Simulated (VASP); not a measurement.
# W (R-3m) in VASP: notebook

The runs below take W through single point, with LDA.

Everything below comes from runs of VASP 6.6.1. Logs are shortened: lines on timing, memory, paths and dates and some standing lists are left out, and cuts for length are marked.

### 1 The cell of the first run

The structure is trigonal, space group R-3m (No. 166). The conventional cell has a = 4.546 Å, b = 4.546 Å, c = 2.499 Å, α = 90.00°, β = 90.00°, γ = 120.00°. Within 3.3 Å of W (site symmetry -3m) lie 14 W at 2.50 to 3.11 Å.

### 2 Single point, LDA

Contents of INCAR:

```
SYSTEM = W
PREC = Accurate ; ENCUT = 520
EDIFF = 1E-6 ; ISMEAR = 0
SIGMA = 0.15 ; LREAL = .FALSE.
LASPH = .TRUE. ; NELM = 100
ALGO = Fast ; ISIF = 2
LWAVE = .FALSE. ; LCHARG = .FALSE.
NBANDS = 13
```

Contents of KPOINTS:

```
Automatic mesh
0
G
  20 20 20
  0 0 0
```

Contents of POSCAR:

```
W
1.0
   -1.6621627142      1.5523972520      1.5523972520
    1.5523972520     -1.6621627142      1.5523972520
    1.5523972520      1.5523972520     -1.6621627142
W
1
Direct
    0.0000000000      0.0000000000      0.0000000000
```

Potentials or basis: VASP PAW LDA potentials, release 64 (W_sv).

Started as:

```sh
cat potpaw_LDA.64/W_sv/POTCAR > POTCAR
mpirun -np 1 vasp_std > vasp.out
```

OUTCAR:

```text
SYSTEM = W
   PREC = Accurate
   ENCUT = 520
   EDIFF = 1E-6
   ISMEAR = 0
   LREAL = .FALSE.
   LASPH = .TRUE.
   NELM = 100
   ISIF = 2

 ion  position               nearest neighbor table
   1  0.000  0.000  0.000-

  LATTYP: Found a trigonal (rhomboedric) cell.
 ALAT       =     2.7536628959
 COS(alpha) =    -0.3627667164

  Lattice vectors:

 A1 = (  -1.6621627142,   1.5523972520,   1.5523972520)
 A2 = (   1.5523972520,  -1.6621627142,   1.5523972520)
 A3 = (   1.5523972520,   1.5523972520,  -1.6621627142)

Analysis of symmetry for initial positions (statically):
=====================================================================
 Subroutine PRICEL returns:
 Original cell was already a primitive cell.

 Routine SETGRP: Setting up the symmetry group for a
 trigonal (rhombohedral) supercell.

 Subroutine GETGRP returns: Found 12 space group operations
 (whereof 12 operations were pure point group operations)
 out of a pool of 12 trial point group operations.

The static configuration has the point symmetry D_3d.

Analysis of symmetry for dynamics (positions and initial velocities):
=====================================================================
 Subroutine PRICEL returns:
 Original cell was already a primitive cell.

 Routine SETGRP: Setting up the symmetry group for a
 trigonal (rhombohedral) supercell.

 Subroutine GETGRP returns: Found 12 space group operations
 (whereof 12 operations were pure point group operations)
 out of a pool of 12 trial point group operations.

The dynamic configuration has the point symmetry D_3d.

 Subroutine INISYM returns: Found 12 space group operations
 (whereof 12 operations are pure point group operations),
 and found     1 'primitive' translations

----------------------------------------------------------------------------------------

                                     Primitive cell

  volume of cell :      14.9073

  direct lattice vectors                    reciprocal lattice vectors
    -1.662162714  1.552397252  1.552397252     0.023669478  0.334754047  0.334754047
     1.552397252 -1.662162714  1.552397252     0.334754047  0.023669478  0.334754047
     1.552397252  1.552397252 -1.662162714     0.334754047  0.334754047  0.023669478

  length of vectors
     2.753662896  2.753662896  2.753662896     0.474005050  0.474005050  0.474005050

  position of ions in fractional coordinates (direct lattice)
     0.000000000  0.000000000  0.000000000

  ion indices of the primitive-cell ions
   primitive index   ion index
                 1           1

----------------------------------------------------------------------------------------

 KPOINTS: Automatic mesh

Automatic generation of k-mesh.
 Grid dimensions read from file:
 generate k-points for:   20   20   20

 Generating k-lattice:

  Cartesian coordinates                     Fractional coordinates (reciprocal lattice)
     0.001183474  0.016737702  0.016737702     0.050000000  0.000000000  0.000000000
     0.016737702  0.001183474  0.016737702     0.000000000  0.050000000  0.000000000
     0.016737702  0.016737702  0.001183474     0.000000000  0.000000000  0.050000000

  Length of vectors
     0.023700253  0.023700253  0.023700253

  Shift w.r.t. Gamma in fractional coordinates (k-lattice)
     0.000000000  0.000000000  0.000000000

 Subroutine IBZKPT returns following result:
 ===========================================

 Found    781 irreducible k-points:

 Following reciprocal coordinates:
            Coordinates               Weight
  0.000000  0.000000  0.000000      1.000000
  0.050000  0.000000  0.000000      6.000000
  0.100000  0.000000  0.000000      6.000000
  0.150000  0.000000  0.000000      6.000000
  0.200000  0.000000  0.000000      6.000000
  0.250000  0.000000  0.000000      6.000000
[... 16 lines left out ...]
 -0.400000  0.050000 -0.000000     12.000000
 -0.350000  0.050000  0.000000     12.000000
 [... further k-points ...]
   k-points           NKPTS =    781   k-points in BZ     NKDIM =    781   number of bands    NBANDS=     13
   number of dos      NEDOS =    301   number of ions     NIONS =      1
   total plane-waves  NPLWV =   8000
   dimension x,y,z NGX =    20 NGY =   20 NGZ =   20
   dimension x,y,z NGXF=    40 NGYF=   40 NGZF=   40
   ions per type =               1
   NGX,Y,Z   is equivalent  to a cutoff of  12.07, 12.07, 12.07 a.u.
   NGXF,Y,Z  is equivalent  to a cutoff of  24.15, 24.15, 24.15 a.u.
 SYSTEM =  W
   PREC   = accura    normal or accurate (medium, high low for compatibility)
   ISTART =      0    job   : 0-new  1-cont  2-samecut
   ICHARG =      2    charge: 1-file 2-atom 10-const
   ISPIN  =      1    spin polarized calculation?
   LNONCOLLINEAR =      F non collinear calculations
   LSORBIT =      F    spin-orbit coupling
   LASPH  =      T    aspherical Exc in radial PAW
   ENCUT  =  520.0 eV  38.22 Ry    6.18 a.u.   5.12  5.12  5.12*2*pi/ulx,y,z
   NELM   =    100;   NELMIN=  2; NELMDL= -5     # of ELM steps
   EDIFF  = 0.1E-05   stopping-criterion for ELM
   LREAL  =      F    real-space projection
   EDIFFG = 0.1E-04   stopping-criterion for IOM
   NSW    =      0    number of steps for IOM
   IBRION =     -1    ionic relax: 0-MD 1-quasi-New 2-CG
   NFREE  =      0    steps in history (QN), initial steepest desc. (CG)
   ISIF   =      2    stress and relaxation
   ISYM   =      2    0-nonsym 1-usesym 2-fastsym
   POTIM  = 0.5000    time-step for ionic-motion
   TEBEG  =    0.0;   TEEND  =   0.0 temperature during run
   PSTRESS=    0.0 pullay stress
   NELECT =      14.0000    total number of electrons
   NUPDOWN=      -1.0000    fix difference up-down
   EMIN   =  10.00;   EMAX   =-10.00  energy-range for DOS
   EFERMI =   0.00;   METHOD = LEGACY
   ISMEAR =     0;   SIGMA  =   0.15  broadening in eV -4-tet -1-fermi 0-gaus
   EFERMI_NEDOS =   21; number of points for ismear=-14 and -15
   IALGO  =     68    algorithm
   IMIX   =      4    mixing-type and parameters
     AMIX     =   0.40;   BMIX     =  1.00
     AMIX_MAG =   1.60;   BMIX_MAG =  1.00
  volume/ion in A,a.u.               =      14.91       100.60
  Fermi-wavevector in a.u.,A,eV,Ry     =   1.603189  3.029587 34.969887  2.570214
  Thomas-Fermi vector in A             =   2.699891
   LORBIT       =      0    0 simple, 1 ext, 2 COOP (PROOUT), +10 PAW based schemes
   GGA     = CA    functional components
   LHFCALC =     F    Hartree Fock is set to
   AEXX    =    0.0000 exact exchange contribution
   IVDW    =     0    specifies the selected vdW correction
   LEPSILON=     F    determine dielectric tensor
   LRPA    =     F    only Hartree local field effects (RPA)
 non-spin polarized calculation
 RMM-DIIS sequential band-by-band and
 Gauss-broadening in eV      SIGMA  =   0.15
  energy-cutoff  :      520.00
  volume of cell :       14.91
 maximum number of plane-waves:       424
   NGX = 11   NGY = 11   NGZ = 11

 number of electron      13.9999998 magnetization

 Free energy of the ion-electron system (eV)
  ---------------------------------------------------
  ext. energy  EPLUGINS =         0.00000000
  ---------------------------------------------------
  free energy    TOTEN  =       -13.93308823 eV

  energy without entropy =      -13.92759436  energy(sigma->0) =      -13.93034130

 E-fermi :  12.3267     XC(G=0): -14.1649

 val. band max:       12.3259680367   @ k =  -0.2500  -0.3000   0.2000
 cond. band min:      12.3407575465   @ k =  -0.3000   0.3500   0.1500
 fundamental gap:      0.0147895098
 Fermi energy:        12.3266590719

 k-point     1 :       0.0000    0.0000    0.0000
  band No.  band energies     occupation
      1     -61.4620      2.00000
      2     -25.2885      2.00000
      3     -25.2885      2.00000
      4     -24.8068      2.00000
      5       2.3873      2.00000
      6       9.5002      2.00000
      7      11.2133      2.00000
      8      11.2133      2.00000
      9      15.0300      0.00000
     10      15.0300      0.00000
     11      25.6380      0.00000
     12      27.7121      0.00000
     13      27.7121      0.00000

 k-point     2 :       0.0500    0.0000    0.0000
  band No.  band energies     occupation
      1     -61.4556      2.00000
      2     -25.3043      2.00000
      3     -25.2868      2.00000
      4     -24.8639      2.00000
      5       2.5313      2.00000
      6       9.6306      2.00000
      7      11.1416      2.00000
      8      11.2758      2.00000
      9      14.7771      0.00000
     10      14.9570      0.00000
     11      25.7951      0.00000
     12      27.9911      0.00000
     13      28.1335      0.00000

 k-point     3 :       0.1000    0.0000    0.0000
  band No.  band energies     occupation
      1     -61.4371      2.00000
      2     -25.3545      2.00000
      3     -25.2819      2.00000
      4     -25.0230      2.00000
      5       2.9466      2.00000
      6       9.9953      2.00000
      7      10.9336      2.00000
      8      11.4668      2.00000
      9      14.1596      0.00000
     10      14.7751      0.00000
     11      26.2363      0.00000
     12      28.7773      0.00000
     13      29.2308      0.00000

 k-point     4 :       0.1500    0.0000    0.0000
  band No.  band energies     occupation
      1     -61.4083      2.00000
      2     -25.4631      2.00000
      3     -25.2744      2.00000
      4     -25.2329      2.00000
      5       3.5818      2.00000
      6      10.4665      2.00000
      7      10.6114      2.00000
      8      11.8269      2.00000
      9      13.4994      0.00000
     10      14.5663      0.00000
     11      26.8486      0.00000
     12      29.9147      0.00000
     13      30.5506      0.00000

 k-point     5 :       0.2000    0.0000    0.0000
  band No.  band energies     occupation
      1     -61.3718      2.00000
      2     -25.6988      2.00000
      3     -25.3870      2.00000
      4     -25.2649      2.00000
      5       4.3437      2.00000
      6      10.2120      2.00000
      7      10.7195      2.00000
      8      12.5156      0.07482
      9      13.1639      0.00000
     10      14.4054      0.00000
     11      27.3294      0.00000
     12      31.0551      0.00000
     13      31.1857      0.00000
[... 257 lines left out ...]
 k-point    22 :      -0.4500    0.0500   -0.0000
  band No.  band energies     occupation
      1     -61.2171      2.00000
      2     -26.8636      2.00000
      3     -25.7423      2.00000
      4     -25.2437      2.00000
      5       5.7835      2.00000
      6       8.6615      2.00000
      7      12.6435      0.00281
      8      14.3554      0.00000
      9      14.9225      0.00000
     10      18.2430      0.00000
     11      24.1432      0.00000
     12      25.7957      0.00000
     13      31.1711      0.00000

 k-point    23 :      -0.4000    0.0500   -0.0000
  band No.  band energies     occupation
      1     -61.2438      2.00000
      2     -26.6602      2.00000
      3     -25.7044      2.00000
      4     -25.2526      2.00000
      5       5.8604      2.00000
      6       8.8782      2.00000
      7      11.7719      2.00000
      8      14.2231      0.00000
      9      14.6964      0.00000
     10      17.0194      0.00000
     11      24.8851      0.00000
     12      26.6869      0.00000
     13      32.4469      0.00000

 k-point    24 :      -0.3500    0.0500    0.0000
  band No.  band energies     occupation
      1     -61.2789      2.00000
      2     -26.3954      2.00000
      3     -25.6404      2.00000
      4     -25.2629      2.00000
      5       5.7968      2.00000
      6       9.1748      2.00000
      7      11.0379      2.00000
      8      13.7701      0.00000
      9      14.6197      0.00000
     10      15.6452      0.00000
     11      25.8686      0.00000
     12      28.1075      0.00000
     13      33.8468      0.00000

 [... further k-points ...]

------------------------ aborting loop because EDIFF is reached ----------------------------------------

  FORCE on cell =-STRESS in cart. coord.  units (eV):
  Direction    XX          YY          ZZ          XY          YZ          ZX
  --------------------------------------------------------------------------------------
  -------------------------------------------------------------------------------------
  Total        1.6748560      1.6748560      1.6748560      1.5395363      1.5395363      1.5395363
  in kB      180.0070463    180.0070463    180.0070463    165.4634001    165.4634001    165.4634001
  external PRESSURE =     180.0070463 kB  Pullay stress =       0.0000000 kB

 VOLUME and BASIS-vectors are now :
 -----------------------------------------------------------------------------
  energy-cutoff  :      520.00
  volume of cell :       14.91
      direct lattice vectors                 reciprocal lattice vectors
    -1.662162714  1.552397252  1.552397252     0.023669478  0.334754047  0.334754047
     1.552397252 -1.662162714  1.552397252     0.334754047  0.023669478  0.334754047
     1.552397252  1.552397252 -1.662162714     0.334754047  0.334754047  0.023669478

 POSITION                                       TOTAL-FORCE (eV/Angst)
 -----------------------------------------------------------------------------------
      0.00000      0.00000      0.00000        -0.000000     -0.000000      0.000000
 -----------------------------------------------------------------------------------
    total drift:                                0.000000     -0.000000      0.000000

  FREE ENERGIE OF THE ION-ELECTRON SYSTEM (eV)
  ---------------------------------------------------
  free  energy   TOTEN  =       -13.9330882279 eV

  energy  without entropy=      -13.9275943634  energy(sigma->0) =      -13.93034130
```

Wall time 1.8 min (1 thread of Intel Xeon Platinum 8559C (Emerald Rapids), shared host); peak memory 0.24 GiB.

What came out:

* Free energy: -13.9331 eV
* Pressure: 18.0 GPa
* Band gap on the k mesh: zero (bands 7 and 8 overlap by 5.94 eV)

Levels at points of the mesh, in eV from the Fermi level:
```
           k point  band 3  band 4  band 5  band 6  band 7  band 8  band 9  band 10  band 11  band 12
(0.00, 0.00, 0.00)  -37.62  -37.13   -9.94   -2.83   -1.11   -1.11    2.70     2.70    13.31    15.39
(0.50, 0.00, 0.00)  -38.07  -37.55   -6.72   -3.82    1.67    1.73    2.44     6.70    11.14    13.77
(0.50, 0.50, 0.00)  -37.95  -37.22   -6.80   -4.35    0.39    2.99    3.91     6.10    10.89    11.95
(0.50, 0.50, 0.50)  -38.39  -38.39   -6.47   -6.47    4.65    4.65    6.97     8.35     8.35    10.04
```

Caveat: the cell stands under pressure; spin-orbit coupling is left out, which moves the levels of the heavy elements.

### 3 Single point, LDA

This run uses another cell than the first one, of the same volume but with other edges.

Contents of INCAR:

```
PREC = Accurate
ENCUT = 520
EDIFF = 1E-6
ISMEAR = 0
SIGMA = 0.15
LREAL = F
LASPH = T
NELM = 60
ALGO = Fast
ISIF = 2
LWAVE = F
LCHARG = T
LELF = T
LVHAR = T
NBANDS = 13
```

Contents of KPOINTS:

```
regular mesh
0
Gamma
  20 20 20
```

Contents of POSCAR:

```
W
1.0
   -1.4426317897      1.5523972520      1.5523972520
    1.5523972520     -1.4426317897      1.5523972520
    1.5523972520      1.5523972520     -1.4426317897
W
1
Direct
    0.0000000000      0.0000000000      0.0000000000
```

Potentials or basis: VASP PAW LDA potentials, release 64 (W_sv).

Started as:

```sh
cat potpaw_LDA.64/W_sv/POTCAR > POTCAR
mpirun -np 1 vasp_std > vasp.out
```

Run time: 1.7 min. Hardware: 1 thread of Intel Xeon Platinum 8559C (Emerald Rapids), shared host; peak memory 0.24 GiB.

The run converged. Its results:

| Item | Value |
| --- | --- |
| Free energy | -13.9823 eV |
| Pressure | 16.8 GPa |
| Band gap on the k mesh | zero (bands 7 and 8 overlap by 4.70 eV) |

Stress tensor (GPa, compression positive):
```
16.78 -9.88 -9.88
-9.88 16.78 -9.88
-9.88 -9.88 16.78
```

Levels at points of the mesh, in eV from the Fermi level:
| k point | band 5 | band 6 | band 7 | band 8 | band 9 | band 10 |
| --- | --- | --- | --- | --- | --- | --- |
| (0.00, 0.00, 0.00) | -9.93 | -2.29 | -2.29 | -0.15 | 2.56 | 2.56 |
| (0.50, 0.00, 0.00) | -6.75 | -4.16 | 0.45 | 2.73 | 3.67 | 5.70 |
| (0.50, 0.50, 0.00) | -6.74 | -3.93 | 1.64 | 1.96 | 2.66 | 7.17 |
| (0.50, 0.50, 0.50) | -6.44 | -6.44 | 3.61 | 6.40 | 6.40 | 7.92 |

Caveat: the cell stands under pressure; spin-orbit coupling is left out, which moves the levels of the heavy elements.

The gap in the log of VASP goes by the Fermi energy; the results here count the filled bands.